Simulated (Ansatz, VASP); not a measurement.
## One calculation of WS2, two programs

```xyz
6
Lattice="-3.1542 0.0000 0.0000 -1.5771 -2.7316 0.0000 0.0000 0.0000 13.1399" Properties=species:S:1:pos:R:3 pbc="T T T"
W    -1.5771   -0.9105    3.0350
W    -3.1542   -1.8211    9.1049
S    -1.5771   -0.9105    7.5302
S    -3.1542   -1.8211    1.4603
S    -1.5771   -0.9105   10.6796
S    -3.1542   -1.8211    4.6097
```

Alike in both runs: task single point; functional PBE; dispersion D3(BJ); k mesh 10 × 10 × 3; occupations gaussian, width 0.05 eV; no spin polarisation.

|  | VASP | Ansatz |
| --- | --- | --- |
| version | VASP 6.6.1 | Ansatz 0.2.0 |
| potentials or method | VASP PAW PBE potentials, release 64 (W_sv, S), cutoff 520 eV | scalar-relativistic, plane waves, PAW |
| valence electrons in the cell | 52 | 52 |

Ansatz gave:

* gap on the k mesh at the Fermi level (eV): 1.26
* least direct gap on the mesh (eV): 2.20
* pressure (GPa): -0.2
* traceless stress, the component that is largest in VASP (GPa): -0.51
* rms of the force components (eV/Å): 0.042

Q: What did VASP give for the same quantities?

A: gap on the k mesh at the Fermi level (eV): 1.27; least direct gap on the mesh (eV): 2.20; pressure (GPa): -0.2; traceless stress, the component that is largest in VASP (GPa): -0.51; rms of the force components (eV/Å): 0.043.

Atom by atom the forces differ by 0.001 eV/Å (rms over components).

Spin-orbit coupling is off throughout.
